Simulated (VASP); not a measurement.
# Al3BN2 (Cmmm) in VASP: notebook

Runs on Al3BN2. Level: PBE. Tasks: single point, relaxation of cell and atoms.

All numbers are computed with VASP 6.6.1; they aren't measurements. Logs are shortened: lines on timing, memory, paths and dates and some standing lists are left out, and cuts for length are marked.

**1. The cell of the first run**

It takes space group Cmmm (No. 65, orthorhombic). Conventional cell: a = 5.614 Å, b = 6.321 Å, c = 3.741 Å, α = 90.00°, β = 90.00°, γ = 90.00°. Al (site symmetry mmm) has 4 N at 2.22 Å and 4 Al at 2.48 Å and 2 B at 2.81 Å within 2.9 Å. Within 2.7 Å of Al (site symmetry 2mm) lie 4 N at 2.03 to 2.29 Å and 2 B at 2.21 Å and 3 Al at 2.34 to 2.48 Å. B (site symmetry mmm) has 6 Al at 2.21 to 2.81 Å and 4 N at 2.71 Å within 2.9 Å. N (site symmetry m2m) has 6 Al at 2.03 to 2.29 Å and 3 N at 2.39 to 2.91 Å and 2 B at 2.71 Å within 3.0 Å.

The cell was built from a structure type or drawn by symmetry, and may not be a known phase.

**2. Single point, PBE**

Input file INCAR:

```
ALGO = Normal
EDIFF = 1E-7
ENCUT = 520
GGA = PE
ISIF = 2
ISMEAR = 0
LASPH = T
LCHARG = F
LREAL = F
LWAVE = F
NBANDS = 20
NELM = 60
PREC = Accurate
SIGMA = 0.1
```

Input file KPOINTS:

```
k-points
0
Gamma
  4 4 6
```

Input file POSCAR:

```
Al3BN2
1.0
    2.8072157420     -3.1605249113      0.0000000000
    2.8072157420      3.1605249113      0.0000000000
    0.0000000000      0.0000000000      3.7407105513
Al B N
3 1 2
Direct
    0.0000000000      0.0000000000      0.5000000000
    0.7086922842      0.7086922842      0.0000000000
    0.2913077158      0.2913077158      0.0000000000
    0.5000000000      0.5000000000      0.5000000000
    0.1889678342      0.8110321658      0.0000000000
    0.8110321658      0.1889678342      0.0000000000
```

Potentials or basis: VASP PAW PBE potentials, release 64 (Al, B, N).

Started as:

```bash
cat potpaw_PBE.64/Al/POTCAR potpaw_PBE.64/B/POTCAR potpaw_PBE.64/N/POTCAR > POTCAR
mpirun -np 1 vasp_std > vasp.out
```

OUTCAR:

```text
EDIFF = 1E-7
   ENCUT = 520
   GGA = PE
   ISIF = 2
   ISMEAR = 0
   LASPH = T
   LREAL = F
   NELM = 60
   PREC = Accurate

 ion  position               nearest neighbor table
   1  0.000  0.000  0.500-   5 2.22   6 2.22   5 2.22   6 2.22   2 2.48   3 2.48   2 2.48   3 2.48

   2  0.709  0.709  0.000-   5 2.03   6 2.03   4 2.21   4 2.21   6 2.29   5 2.29   3 2.34   1 2.48
                             1 2.48   3 3.19   3 3.19   3 3.27
   3  0.291  0.291  0.000-   5 2.03   6 2.03   4 2.21   4 2.21   6 2.29   5 2.29   2 2.34   1 2.48
                             1 2.48   2 3.19   2 3.19   2 3.27
   4  0.500  0.500  0.500-   2 2.21   3 2.21   2 2.21   3 2.21
   5  0.189  0.811  0.000-   2 2.03   3 2.03   1 2.22   1 2.22   2 2.29   3 2.29
   6  0.811  0.189  0.000-   2 2.03   3 2.03   1 2.22   1 2.22   2 2.29   3 2.29

  LATTYP: Found a base centered orthorhombic cell.
 ALAT       =     5.6144314840
 B/A-ratio  =     1.1258575050
 C/A-ratio  =     0.6662670231

  Lattice vectors:

 A1 = (   2.8072157420,  -3.1605249113,   0.0000000000)
 A2 = (   2.8072157420,   3.1605249113,   0.0000000000)
 A3 = (   0.0000000000,   0.0000000000,   3.7407105513)

Analysis of symmetry for initial positions (statically):
=====================================================================
 Subroutine PRICEL returns:
 Original cell was already a primitive cell.

 Routine SETGRP: Setting up the symmetry group for a
 base centered orthorhombic supercell.

 Subroutine GETGRP returns: Found  8 space group operations
 (whereof  8 operations were pure point group operations)
 out of a pool of  8 trial point group operations.

The static configuration has the point symmetry D_2h.

Analysis of symmetry for dynamics (positions and initial velocities):
=====================================================================
 Subroutine PRICEL returns:
 Original cell was already a primitive cell.

 Routine SETGRP: Setting up the symmetry group for a
 base centered orthorhombic supercell.

 Subroutine GETGRP returns: Found  8 space group operations
 (whereof  8 operations were pure point group operations)
 out of a pool of  8 trial point group operations.

The dynamic configuration has the point symmetry D_2h.

 Subroutine INISYM returns: Found  8 space group operations
 (whereof  8 operations are pure point group operations),
 and found     1 'primitive' translations

----------------------------------------------------------------------------------------

                                     Primitive cell

  volume of cell :      66.3772

  direct lattice vectors                    reciprocal lattice vectors
     2.807215742 -3.160524911  0.000000000     0.178112424 -0.158201569  0.000000000
     2.807215742  3.160524911  0.000000000     0.178112424  0.158201569  0.000000000
     0.000000000  0.000000000  3.740710551     0.000000000  0.000000000  0.267328890

  length of vectors
     4.227218700  4.227218700  3.740710551     0.238226304  0.238226304  0.267328890

  position of ions in fractional coordinates (direct lattice)
     0.000000000  0.000000000  0.500000000
     0.708692284  0.708692284  0.000000000
     0.291307716  0.291307716  0.000000000
     0.500000000  0.500000000  0.500000000
     0.188967834  0.811032166  0.000000000
     0.811032166  0.188967834  0.000000000

  ion indices of the primitive-cell ions
   primitive index   ion index
                 1           1
                 2           2
                 3           3
                 4           4
                 5           5
                 6           6

----------------------------------------------------------------------------------------

 KPOINTS: k-points

Automatic generation of k-mesh.
 Grid dimensions read from file:
 generate k-points for:    4    4    6

 Generating k-lattice:

  Cartesian coordinates                     Fractional coordinates (reciprocal lattice)
     0.044528106 -0.039550392  0.000000000     0.250000000  0.000000000  0.000000000
     0.044528106  0.039550392  0.000000000     0.000000000  0.250000000  0.000000000
     0.000000000  0.000000000  0.044554815     0.000000000  0.000000000  0.166666667

  Length of vectors
     0.059556576  0.059556576  0.044554815

  Shift w.r.t. Gamma in fractional coordinates (k-lattice)
     0.000000000  0.000000000  0.000000000

 Subroutine IBZKPT returns following result:
 ===========================================

 Found     28 irreducible k-points:

 Following reciprocal coordinates:
            Coordinates               Weight
  0.000000  0.000000  0.000000      1.000000
  0.250000  0.000000  0.000000      4.000000
  0.500000  0.000000  0.000000      2.000000
  0.250000  0.250000  0.000000      2.000000
  0.500000  0.250000  0.000000      4.000000
 -0.250000  0.250000  0.000000      2.000000
[... 16 lines left out ...]
  0.250000  0.000000  0.500000      4.000000
  0.500000  0.000000  0.500000      2.000000
 [... further k-points ...]
   k-points           NKPTS =     28   k-points in BZ     NKDIM =     28   number of bands    NBANDS=     20
   number of dos      NEDOS =    301   number of ions     NIONS =      6
   total plane-waves  NPLWV =  28672
   dimension x,y,z NGX =    32 NGY =   32 NGZ =   28
   dimension x,y,z NGXF=    64 NGYF=   64 NGZF=   56
   ions per type =               3   1   2
   NGX,Y,Z   is equivalent  to a cutoff of  12.58, 12.58, 12.44 a.u.
   NGXF,Y,Z  is equivalent  to a cutoff of  25.17, 25.17, 24.89 a.u.
 SYSTEM =  unknown system
   PREC   = accura    normal or accurate (medium, high low for compatibility)
   ISTART =      0    job   : 0-new  1-cont  2-samecut
   ICHARG =      2    charge: 1-file 2-atom 10-const
   ISPIN  =      1    spin polarized calculation?
   LNONCOLLINEAR =      F non collinear calculations
   LSORBIT =      F    spin-orbit coupling
   LASPH  =      T    aspherical Exc in radial PAW
   ENCUT  =  520.0 eV  38.22 Ry    6.18 a.u.   7.86  7.86  6.96*2*pi/ulx,y,z
   NELM   =     60;   NELMIN=  2; NELMDL= -5     # of ELM steps
   EDIFF  = 0.1E-06   stopping-criterion for ELM
   LREAL  =      F    real-space projection
   EDIFFG = 0.1E-05   stopping-criterion for IOM
   NSW    =      0    number of steps for IOM
   IBRION =     -1    ionic relax: 0-MD 1-quasi-New 2-CG
   NFREE  =      0    steps in history (QN), initial steepest desc. (CG)
   ISIF   =      2    stress and relaxation
   ISYM   =      2    0-nonsym 1-usesym 2-fastsym
   POTIM  = 0.5000    time-step for ionic-motion
   TEBEG  =    0.0;   TEEND  =   0.0 temperature during run
   PSTRESS=    0.0 pullay stress
   NELECT =      22.0000    total number of electrons
   NUPDOWN=      -1.0000    fix difference up-down
   EMIN   =  10.00;   EMAX   =-10.00  energy-range for DOS
   EFERMI =   0.00;   METHOD = LEGACY
   ISMEAR =     0;   SIGMA  =   0.10  broadening in eV -4-tet -1-fermi 0-gaus
   EFERMI_NEDOS =   21; number of points for ismear=-14 and -15
   IALGO  =     38    algorithm
   IMIX   =      4    mixing-type and parameters
     AMIX     =   0.40;   BMIX     =  1.00
     AMIX_MAG =   1.60;   BMIX_MAG =  1.00
  volume/ion in A,a.u.               =      11.06        74.66
  Fermi-wavevector in a.u.,A,eV,Ry     =   1.132946  2.140958 17.463996  1.283567
  Thomas-Fermi vector in A             =   2.269648
   LORBIT       =      0    0 simple, 1 ext, 2 COOP (PROOUT), +10 PAW based schemes
   GGA     = PE    functional components
   LHFCALC =     F    Hartree Fock is set to
   AEXX    =    0.0000 exact exchange contribution
   IVDW    =     0    specifies the selected vdW correction
   LEPSILON=     F    determine dielectric tensor
   LRPA    =     F    only Hartree local field effects (RPA)
 non-spin polarized calculation
 Gauss-broadening in eV      SIGMA  =   0.10
  energy-cutoff  :      520.00
  volume of cell :       66.38
 maximum number of plane-waves:      1820
   NGX = 15   NGY = 15   NGZ = 13

 number of electron      21.9999997 magnetization

 Free energy of the ion-electron system (eV)
  ---------------------------------------------------
  ext. energy  EPLUGINS =         0.00000000
  ---------------------------------------------------
  free energy    TOTEN  =       -32.78704356 eV

  energy without entropy =      -32.78141804  energy(sigma->0) =      -32.78423080

 E-fermi :   8.1337     XC(G=0): -10.8826

 val. band max:        7.9437550829   @ k =   0.5000   0.2500   0.5000
 cond. band min:       8.1728906863   @ k =   0.5000   0.2500   0.1667
 fundamental gap:      0.2291356034
 Fermi energy:         8.1337227479

 k-point     1 :       0.0000    0.0000    0.0000
  band No.  band energies     occupation
      1      -8.9905      2.00000
      2      -5.6304      2.00000
      3      -0.9287      2.00000
      4       2.1916      2.00000
      5       2.2327      2.00000
      6       2.2886      2.00000
[... 12 lines left out ...]
     19      14.6899      0.00000
     20      14.7536      0.00000

 k-point     2 :       0.2500    0.0000    0.0000
  band No.  band energies     occupation
      1      -8.7220      2.00000
      2      -6.0448      2.00000
      3      -1.0628      2.00000
      4       1.7330      2.00000
      5       1.8295      2.00000
      6       2.5529      2.00000
[... 12 lines left out ...]
     19      14.5172      0.00000
     20      15.3518      0.00000

 k-point     3 :       0.5000    0.0000    0.0000
  band No.  band energies     occupation
      1      -8.3364      2.00000
      2      -6.5881      2.00000
      3      -1.0929      2.00000
      4       1.2106      2.00000
      5       2.7405      2.00000
      6       2.8875      2.00000
[... 12 lines left out ...]
     19      15.3545      0.00000
     20      15.7538      0.00000

 k-point     4 :       0.2500    0.2500    0.0000
  band No.  band energies     occupation
      1      -8.4559      2.00000
      2      -6.2323      2.00000
      3      -2.1193      2.00000
      4       1.8071      2.00000
      5       2.8381      2.00000
      6       3.4549      2.00000
[... 12 lines left out ...]
     19      15.5094      0.00000
     20      16.2324      0.00000

 k-point     5 :       0.5000    0.2500    0.0000
  band No.  band energies     occupation
      1      -8.1229      2.00000
      2      -6.6048      2.00000
      3      -1.9123      2.00000
      4       0.4494      2.00000
      5       2.8496      2.00000
      6       3.3050      2.00000
[... 12 lines left out ...]
     19      15.2071      0.00000
     20      16.5583      0.00000

 k-point     6 :      -0.2500    0.2500    0.0000
  band No.  band energies     occupation
      1      -8.4901      2.00000
      2      -6.2761      2.00000
      3      -0.7848      2.00000
      4       0.1751      2.00000
      5       1.7735      2.00000
      6       2.8438      2.00000
[... 12 lines left out ...]
     19      14.5773      0.00000
     20      14.7765      0.00000

 k-point     7 :       0.5000    0.5000    0.0000
  band No.  band energies     occupation
      1      -7.8334      2.00000
      2      -6.7156      2.00000
      3      -2.2888      2.00000
      4      -0.5911      2.00000
      5       3.5387      2.00000
      6       4.5341      2.00000
[... 12 lines left out ...]
     19      15.7949      0.00000
     20      15.8816      0.00000
[... 277 lines left out ...]
 k-point    20 :      -0.2500    0.2500    0.3333
  band No.  band energies     occupation
      1      -8.1881      2.00000
      2      -6.0895      2.00000
      3      -0.9009      2.00000
      4       0.8791      2.00000
      5       1.0562      2.00000
      6       2.0603      2.00000
[... 12 lines left out ...]
     19      15.6827      0.00000
     20      17.0710      0.00000

 k-point    21 :       0.5000    0.5000    0.3333
  band No.  band energies     occupation
      1      -7.5909      2.00000
      2      -6.5275      2.00000
      3      -1.3882      2.00000
      4       0.1566      2.00000
      5       1.3642      2.00000
      6       1.7783      2.00000
[... 12 lines left out ...]
     19      15.9214      0.00000
     20      16.6952      0.00000

 k-point    22 :       0.0000    0.0000    0.5000
  band No.  band energies     occupation
      1      -8.5201      2.00000
      2      -5.4578      2.00000
      3      -1.9037      2.00000
      4       0.5241      2.00000
      5       2.5913      2.00000
      6       3.7554      2.00000
[... 12 lines left out ...]
     19      16.1399      0.00000
     20      16.9911      0.00000

 k-point    23 :       0.2500    0.0000    0.5000
  band No.  band energies     occupation
      1      -8.2815      2.00000
      2      -5.8111      2.00000
      3      -1.4615      2.00000
      4       0.5500      2.00000
      5       1.8209      2.00000
      6       2.3877      2.00000
[... 12 lines left out ...]
     19      16.9691      0.00000
     20      17.2225      0.00000

 k-point    24 :       0.5000    0.0000    0.5000
  band No.  band energies     occupation
      1      -7.9503      2.00000
      2      -6.2621      2.00000
      3      -0.2064      2.00000
      4      -0.1299      2.00000
      5       0.7713      2.00000
      6       1.8522      2.00000
[... 12 lines left out ...]
     19      16.0805      0.00000
     20      16.4385      0.00000

 [... further k-points ...]

------------------------ aborting loop because EDIFF is reached ----------------------------------------

  FORCE on cell =-STRESS in cart. coord.  units (eV):
  Direction    XX          YY          ZZ          XY          YZ          ZX
  --------------------------------------------------------------------------------------
  -------------------------------------------------------------------------------------
  Total       -0.0109462     -0.0125795      0.0520273     -0.0000000      0.0000000      0.0000000
  in kB       -0.2642122     -0.3036360      1.2558072     -0.0000000      0.0000000      0.0000000
  external PRESSURE =       0.2293197 kB  Pullay stress =       0.0000000 kB

 VOLUME and BASIS-vectors are now :
 -----------------------------------------------------------------------------
  energy-cutoff  :      520.00
  volume of cell :       66.38
      direct lattice vectors                 reciprocal lattice vectors
     2.807215742 -3.160524911  0.000000000     0.178112424 -0.158201569  0.000000000
     2.807215742  3.160524911  0.000000000     0.178112424  0.158201569  0.000000000
     0.000000000  0.000000000  3.740710551     0.000000000  0.000000000  0.267328890

 POSITION                                       TOTAL-FORCE (eV/Angst)
 -----------------------------------------------------------------------------------
      0.00000      0.00000      1.87036        -0.000000      0.000000      0.000000
      3.97890      0.00000      0.00000        -0.006708      0.000000     -0.000000
      1.63553      0.00000      0.00000         0.006708      0.000000      0.000000
      2.80722      0.00000      1.87036         0.000000      0.000000      0.000000
      2.80722      1.96605      0.00000        -0.000000      0.004223     -0.000000
      2.80722     -1.96605      0.00000        -0.000000     -0.004223      0.000000
 -----------------------------------------------------------------------------------
    total drift:                                0.000000      0.000000     -0.000000

  FREE ENERGIE OF THE ION-ELECTRON SYSTEM (eV)
  ---------------------------------------------------
  free  energy   TOTEN  =       -32.7870435597 eV

  energy  without entropy=      -32.7814180383  energy(sigma->0) =      -32.78423080
```

Run time: 15 s. Hardware: 1 thread of Intel Xeon 6975P-C (Granite Rapids), shared host; peak memory 0.18 GiB.

Results:

```
Free energy            : -32.7870 eV
Pressure               : 0.0 GPa
Largest force          : 0.007 eV/Å
Band gap on the k mesh : zero (bands 11 and 12 overlap by 1.45 eV)
```

Forces in eV/Å, atoms in the order of the input:
```
Al   0.000  0.000  0.000
Al  -0.007  0.000  0.000
Al   0.007  0.000  0.000
B    0.000  0.000  0.000
N    0.000  0.004  0.000
N    0.000 -0.004  0.000
```

Stress tensor (GPa, compression positive):
```
-0.03  0.00  0.00
 0.00 -0.03  0.00
 0.00  0.00  0.13
```

Caveat: the k points lie up to 0.37 Å⁻¹ apart, too coarse for converged energies and pressures of a metal.

(Continued in part 2 of 2.)
